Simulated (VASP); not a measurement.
# Sr8Ti8O23 (a cell with a defect) in VASP: single point with PBEsol

Aim: the single point of Sr8Ti8O23 (a cell with a defect) with PBEsol.

Program: VASP 6.6.1. These are calculated values, not measurements. Logs are shortened: lines on timing, memory, paths and dates and some standing lists are left out, and cuts for length are marked.

### Step 1. The cell of the first run

The cell holds a defect, 39 atoms: a = 7.783 Å, b = 7.783 Å, c = 7.783 Å, α = 90.00°, β = 90.00°, γ = 90.00°.

### Step 2. Single point, PBEsol, collinear spin

Input file INCAR:

```
PREC = Accurate ; ENCUT = 520
EDIFF = 1E-7 ; ISMEAR = -1
SIGMA = 0.05 ; LREAL = Auto
LASPH = True ; NELM = 150
ALGO = Normal ; ISIF = 2
LWAVE = False ; LCHARG = True
ISPIN = 2 ; MAGMOM = 0 0 0 0 0 0 0 0 0.5 0.5 0 0 0 0 0 0 0 0 0 0 0 0 0 0 0 0 0 0 0 0 0 0 0 0 0 0 0 0 0
LORBIT = 11 ; LMAXMIX = 4
GGA = PS ; LELF = True
LVHAR = True ; NBANDS = 186
NELECT = 313.0 ; ISYM = 0
```

Input file KPOINTS:

```
Automatic mesh
0
Gamma
  1 1 1
  0.25 0.25 0.25
```

Input file POSCAR:

```
Sr8Ti8O23
1.0
    7.7828210000      0.0000000000      0.0000000000
    0.0000000000      7.7828210000      0.0000000000
    0.0000000000      0.0000000000      7.7828210000
Sr Ti O
8 8 23
Direct
    0.9945750000      0.9943930000      0.9988210000
    0.9934570000      0.9934370000      0.4979430000
    0.9944790000      0.5050140000      0.9996670000
    0.9935810000      0.5059820000      0.4996680000
    0.5049070000      0.9944910000      0.9997030000
    0.5058860000      0.9937350000      0.4995460000
    0.5052100000      0.5050640000      0.0006290000
    0.5061870000      0.5061130000      0.5013360000
    0.2439760000      0.2438000000      0.2393110000
    0.2557560000      0.2557170000      0.7601610000
    0.2500420000      0.7421450000      0.2520940000
    0.2495160000      0.7571110000      0.7469570000
    0.7423360000      0.2503060000      0.2523180000
    0.7571120000      0.2494720000      0.7471780000
    0.7499140000      0.7502060000      0.2489820000
    0.7496180000      0.7496230000      0.7502930000
    0.2512390000      0.2509010000      0.9996970000
    0.2494780000      0.7494300000      0.9997590000
    0.2507090000      0.7504140000      0.4997890000
    0.7494890000      0.2500330000      0.9996460000
    0.7508050000      0.2492900000      0.4996290000
    0.7506340000      0.7493900000      0.9996720000
    0.7494380000      0.7500750000      0.4998030000
    0.0060460000      0.2518170000      0.2633570000
    0.0021300000      0.2478430000      0.7396700000
    0.0006360000      0.7510060000      0.2490060000
    0.9993180000      0.7488960000      0.7506970000
    0.4980070000      0.2513650000      0.2609490000
    0.4941140000      0.2483760000      0.7346690000
    0.5007060000      0.7512840000      0.2477340000
    0.4993980000      0.7481950000      0.7517680000
    0.2516470000      0.0059030000      0.2637020000
    0.2486630000      0.0019500000      0.7396180000
    0.2518890000      0.4978420000      0.2609130000
    0.2478690000      0.4939280000      0.7347980000
    0.7515390000      0.0003600000      0.2479310000
    0.7484360000      0.9990910000      0.7515810000
    0.7511020000      0.5004060000      0.2484690000
    0.7489990000      0.4991940000      0.7506510000
```

Potentials or basis: VASP PAW PBE potentials, release 64 (Sr_sv, Ti_sv, O).

Launch:

```sh
$ cat potpaw_PBE.64/Sr_sv/POTCAR potpaw_PBE.64/Ti_sv/POTCAR potpaw_PBE.64/O/POTCAR > POTCAR
$ mpirun -np 1 vasp_std > vasp.out
```

OUTCAR:

```text
PREC = Accurate
   ENCUT = 520
   EDIFF = 1E-7
   ISMEAR = -1
   LREAL = Auto
   LASPH = True
   NELM = 150
   ISIF = 2
   ISPIN = 2
   LORBIT = 11
   GGA = PS
   NELECT = 313.0
   ISYM = 0

 ion  position               nearest neighbor table
   1  0.995  0.994  0.999-  22 2.69  36 2.71  37 2.72  27 2.72  26 2.72  18 2.75  20 2.76  25 2.82
                            17 2.82  33 2.83  24 2.87  32 2.87  16 3.32  15 3.32   9 3.32  12 3.35
   2  0.993  0.993  0.498-  23 2.68  26 2.70  36 2.71  32 2.71  24 2.72  25 2.73  33 2.74  27 2.74
                            21 2.74  37 2.75  19 2.75  15 3.31  16 3.33  12 3.33  14 3.33  13 3.39
   3  0.994  0.505  1.000-  22 2.69  38 2.71  27 2.71  39 2.72  26 2.73  18 2.75  20 2.75  17 2.81
                            24 2.85  25 2.85  35 2.85  34 2.85  16 3.32  15 3.32  11 3.35  14 3.35
   4  0.994  0.506  0.500-  23 2.69  35 2.70  24 2.70  38 2.72  27 2.72  39 2.73  26 2.73  34 2.74
                            25 2.74  21 2.75  19 2.76  16 3.32  15 3.32  11 3.33  14 3.33  13 3.39
   5  0.505  0.994  1.000-  22 2.70  30 2.70  37 2.71  31 2.72  36 2.72  20 2.75  18 2.75  17 2.81
                            33 2.84  32 2.85  28 2.85  29 2.86  15 3.32  16 3.32  12 3.35  13 3.35
   6  0.506  0.994  0.500-  23 2.68  29 2.70  32 2.70  30 2.72  37 2.72  28 2.73  36 2.74  33 2.74
                            31 2.74  19 2.74  21 2.75  15 3.32  16 3.32  13 3.33  12 3.33  14 3.39
   7  0.505  0.505  0.001-  22 2.70  31 2.71  30 2.72  38 2.72  39 2.72  20 2.75  18 2.75  17 2.80
                            34 2.83  28 2.83  29 2.88  35 2.88  15 3.32  16 3.32  10 3.32  13 3.34
   8  0.506  0.506  0.501-  23 2.68  29 2.71  39 2.71  31 2.71  35 2.71  34 2.72  28 2.73  38 2.74
                            30 2.75  19 2.75  21 2.76  16 3.31  15 3.33  13 3.33  11 3.33  12 3.39
   9  0.244  0.244  0.239-  32 1.86  24 1.86  17 1.87  28 1.99  34 1.99   1 3.32   5 3.37   3 3.37
                             2 3.41   7 3.42   6 3.47   4 3.47   8 3.53
  10  0.256  0.256  0.760-  17 1.86  35 1.87  29 1.87  25 1.98  33 1.98   7 3.32   5 3.37   3 3.37
                             8 3.41   1 3.42   6 3.47   4 3.47   2 3.54
  11  0.250  0.742  0.252-  34 1.90  19 1.93  26 1.94  30 1.95  18 1.96  32 2.05   4 3.33   8 3.33
                             7 3.34   3 3.35   2 3.39   6 3.39   5 3.41   1 3.42
  12  0.250  0.757  0.747-  33 1.91  19 1.92  31 1.95  27 1.95  18 1.97  35 2.05   6 3.33   2 3.33
                             1 3.35   5 3.35   8 3.39   4 3.39   3 3.41   7 3.42
  13  0.742  0.250  0.252-  28 1.90  21 1.93  36 1.95  38 1.95  20 1.97  24 2.05   6 3.33   8 3.33
                             7 3.34   5 3.35   2 3.39   4 3.39   3 3.41   1 3.42
  14  0.757  0.249  0.747-  25 1.91  21 1.93  39 1.94  37 1.95  20 1.97  29 2.05   4 3.33   2 3.33
                             1 3.35   3 3.35   8 3.39   6 3.39   5 3.41   7 3.42
  15  0.750  0.750  0.249-  30 1.94  22 1.94  38 1.94  36 1.95  26 1.95  23 1.95   2 3.31   6 3.32
                             7 3.32   5 3.32   4 3.32   1 3.32   3 3.32   8 3.33
  16  0.750  0.750  0.750-  22 1.94  37 1.94  27 1.94  31 1.95  39 1.95  23 1.95   8 3.31   1 3.32
                             4 3.32   6 3.32   3 3.32   5 3.32   7 3.32   2 3.33
  17  0.251  0.251  1.000-  10 1.86   9 1.87   7 2.80   5 2.81   3 2.81   1 2.82
  18  0.249  0.749  1.000-  11 1.96  12 1.97   3 2.75   1 2.75   7 2.75   5 2.75
  19  0.251  0.750  0.500-  12 1.92  11 1.93   6 2.74   8 2.75   2 2.75   4 2.76
  20  0.749  0.250  1.000-  14 1.97  13 1.97   7 2.75   3 2.75   5 2.75   1 2.76
  21  0.751  0.249  0.500-  13 1.93  14 1.93   2 2.74   4 2.75   6 2.75   8 2.76
[... 16 lines left out ...]
  38  0.751  0.500  0.248-  15 1.94  13 1.95   3 2.71   7 2.72   4 2.72   8 2.74
  39  0.749  0.499  0.751-  14 1.94  16 1.95   8 2.71   7 2.72   3 2.72   4 2.73

IMPORTANT INFORMATION: All symmetrisations will be switched off!
NOSYMM: (Re-)initialisation of all symmetry stuff for point group C_1.

----------------------------------------------------------------------------------------

                                     Primitive cell

  volume of cell :     471.4234

  direct lattice vectors                    reciprocal lattice vectors
     7.782821000  0.000000000  0.000000000     0.128488115  0.000000000  0.000000000
     0.000000000  7.782821000  0.000000000     0.000000000  0.128488115  0.000000000
     0.000000000  0.000000000  7.782821000     0.000000000  0.000000000  0.128488115

  length of vectors
     7.782821000  7.782821000  7.782821000     0.128488115  0.128488115  0.128488115

  position of ions in fractional coordinates (direct lattice)
     0.994575000  0.994393000  0.998821000
     0.993457000  0.993437000  0.497943000
     0.994479000  0.505014000  0.999667000
     0.993581000  0.505982000  0.499668000
     0.504907000  0.994491000  0.999703000
     0.505886000  0.993735000  0.499546000
[... 31 lines left out ...]
     0.751102000  0.500406000  0.248469000
     0.748999000  0.499194000  0.750651000

  ion indices of the primitive-cell ions
   primitive index   ion index
                 1           1
                 2           2
                 3           3
                 4           4
                 5           5
                 6           6
[... 31 lines left out ...]
                38          38
                39          39

----------------------------------------------------------------------------------------

 KPOINTS: Automatic mesh

Automatic generation of k-mesh.
 Grid dimensions read from file:
 generate k-points for:    1    1    1

[... 42 lines left out ...]
   EDIFF  = 0.1E-06   stopping-criterion for ELM
   LREAL  =      T    real-space projection
   EDIFFG = 0.1E-05   stopping-criterion for IOM
   NSW    =      0    number of steps for IOM
   IBRION =     -1    ionic relax: 0-MD 1-quasi-New 2-CG
   NFREE  =      0    steps in history (QN), initial steepest desc. (CG)
   ISIF   =      2    stress and relaxation
   ISYM   =      0    0-nonsym 1-usesym 2-fastsym
   POTIM  = 0.5000    time-step for ionic-motion
   TEBEG  =    0.0;   TEEND  =   0.0 temperature during run
   PSTRESS=    0.0 pullay stress
   NELECT =     313.0000    total number of electrons
   NUPDOWN=      -1.0000    fix difference up-down
   EMIN   =  10.00;   EMAX   =-10.00  energy-range for DOS
   EFERMI =   0.00;   METHOD = LEGACY
   ISMEAR =    -1;   SIGMA  =   0.05  broadening in eV -4-tet -1-fermi 0-gaus
   EFERMI_NEDOS =   21; number of points for ismear=-14 and -15
   IALGO  =     38    algorithm
   IMIX   =      4    mixing-type and parameters
     AMIX     =   0.40;   BMIX     =  1.00
     AMIX_MAG =   1.60;   BMIX_MAG =  1.00
  volume/ion in A,a.u.               =      12.09        81.57
  Fermi-wavevector in a.u.,A,eV,Ry     =   1.428190  2.698887 27.752155  2.039726
  Thomas-Fermi vector in A             =   2.548278
   LORBIT       =     11    0 simple, 1 ext, 2 COOP (PROOUT), +10 PAW based schemes
   GGA     = PS    functional components
   LHFCALC =     F    Hartree Fock is set to
   AEXX    =    0.0000 exact exchange contribution
   IVDW    =     0    specifies the selected vdW correction
   LEPSILON=     F    determine dielectric tensor
   LRPA    =     F    only Hartree local field effects (RPA)
 spin polarized calculation
  energy-cutoff  :      520.00
  volume of cell :      471.42
 maximum number of plane-waves:     12704
 NGX is ok and might be reduce to    60
   NGX = 29   NGY = 29   NGZ = 29

 number of electron     313.0000054 magnetization       0.9585420

 Free energy of the ion-electron system (eV)
  ---------------------------------------------------
  ext. energy  EPLUGINS =         0.00000000
  ---------------------------------------------------
  free energy    TOTEN  =      -331.76480085 eV

  energy without entropy =     -331.73764423  energy(sigma->0) =     -331.75122254

 E-fermi :   6.2394     XC(G=0): -11.4568

 val. band max:        6.1485497520   @ k =  -0.2500  -0.2500   0.2500
 cond. band min:       6.3789458273   @ k =  -0.2500  -0.2500   0.2500
 fundamental gap:      0.2303960753
 Fermi energy:         6.2393705593

 spin component 1

 k-point     1 :       0.2500    0.2500    0.2500
  band No.  band energies     occupation
      1     -52.1086      1.00000
      2     -52.1065      1.00000
      3     -52.1049      1.00000
      4     -52.1038      1.00000
      5     -52.1024      1.00000
      6     -52.0980      1.00000
[... 673 lines left out ...]
    167       7.6278      0.00000
    168       7.6370      0.00000
 Fermi energy:         6.2393705593

 spin component 2

 k-point     1 :       0.2500    0.2500    0.2500
  band No.  band energies     occupation
      1     -52.0997      1.00000
      2     -52.0950      1.00000
      3     -52.0794      1.00000
      4     -52.0772      1.00000
      5     -52.0748      1.00000
      6     -52.0737      1.00000
[... 673 lines left out ...]
    167       7.6429      0.00000
    168       7.6541      0.00000
 [bands above 168 left out]

------------------------ aborting loop because EDIFF is reached ----------------------------------------

  FORCE on cell =-STRESS in cart. coord.  units (eV):
  Direction    XX          YY          ZZ          XY          YZ          ZX
  --------------------------------------------------------------------------------------
  -------------------------------------------------------------------------------------
  Total       -5.6150507     -5.6019273     -6.7085684     -0.0386986     -0.2559591     -0.2511637
  in kB      -19.0832852    -19.0386841    -22.7997092     -0.1315209     -0.8699012     -0.8536039
  external PRESSURE =     -20.3072261 kB  Pullay stress =       0.0000000 kB

 VOLUME and BASIS-vectors are now :
 -----------------------------------------------------------------------------
  energy-cutoff  :      520.00
  volume of cell :      471.42
      direct lattice vectors                 reciprocal lattice vectors
     7.782821000  0.000000000  0.000000000     0.128488115  0.000000000  0.000000000
     0.000000000  7.782821000  0.000000000     0.000000000  0.128488115  0.000000000
     0.000000000  0.000000000  7.782821000     0.000000000  0.000000000  0.128488115

 POSITION                                       TOTAL-FORCE (eV/Angst)
 -----------------------------------------------------------------------------------
      7.74060      7.73918      7.77365        -0.008630     -0.000499     -0.006224
      7.73190      7.73174      3.87540         0.017593      0.019717      0.023386
      7.73985      3.93043      7.78023        -0.001856      0.002281     -0.003436
      7.73286      3.93797      3.88883         0.016459     -0.014721      0.001521
      3.92960      7.73995      7.78051         0.011741     -0.004967     -0.006035
      3.93722      7.73406      3.88788        -0.010164      0.009252      0.006671
[... 31 lines left out ...]
      5.84569      3.89457      1.93379        -0.005903     -0.004155     -0.000267
      5.82933      3.88514      5.84218         0.008690     -0.026561      0.002864
 -----------------------------------------------------------------------------------
    total drift:                                0.019006      0.016516      0.033200

  FREE ENERGIE OF THE ION-ELECTRON SYSTEM (eV)
  ---------------------------------------------------
  free  energy   TOTEN  =      -331.7648008540 eV

  energy  without entropy=     -331.7376442341  energy(sigma->0) =     -331.75122254

 total charge

# of ion       s       p       d       tot
------------------------------------------
    1        1.997   5.759   0.202   7.957
    2        1.998   5.763   0.213   7.974
    3        1.997   5.759   0.202   7.957
    4        1.998   5.763   0.213   7.975
    5        1.997   5.759   0.201   7.957
    6        1.998   5.763   0.213   7.975
[... 31 lines left out ...]
   38        1.560   3.475   0.000   5.034
   39        1.560   3.475   0.000   5.034
--------------------------------------------------
tot         69.751 176.448  16.082 262.281

 magnetization (x)

# of ion       s       p       d       tot
------------------------------------------
    1        0.000   0.000   0.000   0.001
    2        0.001   0.002   0.006   0.009
    3        0.000   0.000   0.000   0.000
    4        0.001   0.002   0.006   0.009
    5        0.000   0.000   0.000   0.000
    6        0.001   0.002   0.006   0.009
[... 31 lines left out ...]
   38       -0.000  -0.001   0.000  -0.001
   39       -0.000  -0.001   0.000  -0.001
--------------------------------------------------
tot          0.029   0.049   0.451   0.529
```

Run time: 21 min. Hardware: 1 thread of AMD EPYC 9R45 (Zen 5), shared host; peak memory 0.91 GiB.

Results:

| Quantity | Value |
| --- | --- |
| Free energy | -331.7648 eV |
| Largest force | 0.178 eV/Å |
| Net moment | 0.96 μB per cell |
| Site moments | Sr +0.00, +0.01 (each value once); Ti +0.18, +0.17, +0.03, +0.00 (each value once); O +0.02, +0.00, +0.01, -0.00 (each value once) μB |
| Valence electrons inside the program's atomic spheres | Sr 7.96, 7.97 (each value once); Ti 10.42, 10.33, 10.36 (each value once); O 5.05, 5.02, 5.04, 5.03 (each value once) |

Forces in eV/Å, atoms in the order of the input:
```
Sr  -0.009  0.000 -0.006
Sr   0.018  0.020  0.023
Sr  -0.002  0.002 -0.003
Sr   0.016 -0.015  0.002
Sr   0.012 -0.005 -0.006
Sr  -0.010  0.009  0.007
Sr   0.001  0.004 -0.005
Sr  -0.022 -0.016 -0.016
Ti   0.097  0.112  0.100
Ti  -0.103 -0.096 -0.094
Ti   0.018  0.093  0.005
Ti  -0.006 -0.093  0.012
Ti   0.098  0.007 -0.014
Ti  -0.086 -0.019  0.012
Ti   0.007 -0.004  0.008
Ti  -0.002  0.006  0.004
O    0.004 -0.004 -0.008
O    0.000  0.002  0.004
O   -0.005 -0.001 -0.007
O   -0.002  0.003  0.000
O   -0.003  0.005  0.006
O   -0.004  0.003  0.015
O    0.003  0.000 -0.018
O   -0.131 -0.021  0.002
O    0.034  0.017 -0.009
O    0.015 -0.012  0.000
O    0.018  0.005 -0.003
O   -0.029 -0.022  0.014
O    0.120  0.020 -0.006
O   -0.016 -0.004 -0.009
O   -0.023  0.004  0.000
O   -0.022 -0.137 -0.001
O    0.018  0.038 -0.014
O   -0.020 -0.028  0.011
O    0.021  0.118 -0.005
O   -0.009  0.019 -0.001
O    0.002  0.021 -0.003
O   -0.006 -0.004  0.000
O    0.009 -0.027  0.003
```

Levels at points of the mesh, in eV from the Fermi level:
Spin up:
```tsv
k point	band 154	band 155	band 156	band 157	band 158	band 159	band 160	band 161
(0.25, 0.25, 0.25)	-2.63	-2.55	-2.49	-0.20	0.23	0.25	0.32	0.33
```
Spin down:
| k point | band 153 | band 154 | band 155 | band 156 | band 157 | band 158 | band 159 | band 160 |
| --- | --- | --- | --- | --- | --- | --- | --- | --- |
| (0.25, 0.25, 0.25) | -2.63 | -2.63 | -2.55 | -2.49 | 0.21 | 0.29 | 0.29 | 0.36 |

Caveat: the cell carries a net charge on a neutralising background, which shifts energy and pressure; the cell is charged against a uniform background, so pressure and absolute levels hang on convention; the PAW data sets were made with another functional, which shifts forces and pressure a little.
